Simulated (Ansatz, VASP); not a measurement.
# TiN in VASP and in Ansatz

```xyz
2
Lattice="0.0000 2.0866 2.0866 2.0866 0.0000 2.0866 2.0866 2.0866 0.0000" Properties=species:S:1:pos:R:3 pbc="T T T"
Ti    0.0000    0.0000    0.0000
N     2.0866    2.0866    2.0866
```

Alike in both runs: functional LDA; k mesh 24 × 24 × 24; occupations fermi-dirac, width 0.15 eV; no spin polarisation.

Ansatz relaxed the structure, and its values are those at the end. VASP's run is a single point on that final structure, the one shown.

|  | VASP | Ansatz |
| --- | --- | --- |
| version | VASP 6.6.1 | Ansatz 0.2.0 |
| potentials or method | VASP PAW LDA potentials, release 64 (Ti_sv, N), cutoff 520 eV | scalar-relativistic, plane waves, PAW |
| valence electrons in the cell | 17 | 17 |

|  | VASP | Ansatz | Ansatz less VASP |
| --- | --- | --- | --- |
| gap on the k mesh at the Fermi level (eV) | none | none | - |
| pressure (GPa) | 1.0 | 0.0 | -1.03 |

Ansatz warns that its potentials were made for another functional, while VASP's fit it. LDA's correlation is that of Perdew and Zunger in VASP and of Perdew and Wang (1992) in Ansatz. A gap of «none» marks a metal or a gap that the smearing closes.
